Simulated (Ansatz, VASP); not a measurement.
# One calculation of Ti, two programs

```
Ti
1.0
     2.92086    0.00000    0.00000
    -1.46043    2.52954    0.00000
     0.00000    0.00000    4.63020
Ti
2
Direct
  0.33333 0.66667 0.25000
  0.66667 0.33333 0.75000
```

Alike in both runs: functional PBE; dispersion D4; k mesh 13 × 13 × 7; no spin polarisation.

Ansatz relaxed the structure, and its values are those at the end. VASP's run is a single point on that final structure, the one shown.

```csv
,VASP,Ansatz
version,VASP 6.6.1,Ansatz 0.2.0
potentials or method,"VASP PAW PBE potentials, release 64 (Ti_sv)","plane waves, PAW"
plane-wave cutoff (eV),520,420
occupations,"methfessel-paxton of order 1, width 0.1 eV","cold, width 0.1 eV"
valence electrons in the cell,24,24
```

VASP gave:

| Quantity | Value |
| --- | --- |
| pressure (GPa) | -0.2 |

Problem. Which values does Ansatz return?

Solution. Pressure (GPa): 0.0.
